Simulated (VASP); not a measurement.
A run of VASP 6.6.1 is set up as follows.

File INCAR:

```
SYSTEM = Re
ALGO     = Normal         ! electronic algorithm
EDIFF    = 1E-8           ! SCF threshold, eV
ENCUT    = 520            ! plane-wave cutoff, eV
GGA      = PS             ! functional
IBRION   = 8              ! ionic algorithm
ISIF     = 2              ! what is computed and relaxed
ISMEAR   = 1              ! smearing method
LASPH    = .TRUE.         ! aspherical terms in the spheres
LCHARG   = .FALSE.        ! write CHGCAR
LREAL    = .FALSE.        ! projectors in reciprocal space
LWAVE    = .FALSE.        ! write WAVECAR
NELM     = 80             ! most SCF steps
NSW      = 1              ! ionic steps
PREC     = Accurate       ! precision mode
SIGMA    = 0.1            ! smearing width, eV
```

Contents of KPOINTS:

```
k-points
0
G
  6 6 3
  0 0 0
```

POSCAR

```
Re
1.0
    2.7608000000      0.0000000000      0.0000000000
   -1.3804000000      2.3909230000      0.0000000000
    0.0000000000      0.0000000000      4.4582000000
Re
2
Direct
    0.3333333333      0.6666666667      0.2500000000
    0.6666666667      0.3333333333      0.7500000000
```

Potentials or basis: VASP PAW PBE potentials, release 64 (Re).

The run is started by

```bash
$ cat potpaw_PBE.64/Re/POTCAR > POTCAR
$ mpirun -np 1 vasp_std > vasp.out
```

Q: What does it give for the highest phonon frequency at Γ?

A: 132 cm⁻¹.

Phonon frequencies in cm⁻¹ (negative: imaginary):
```csv
q point,frequencies
"(0.000, 0.000, 0.000)",0 0 0 46 46 132
```

Caveat: the k points lie up to 0.47 Å⁻¹ apart; the cell wasn't relaxed at this level first, which shifts response properties.
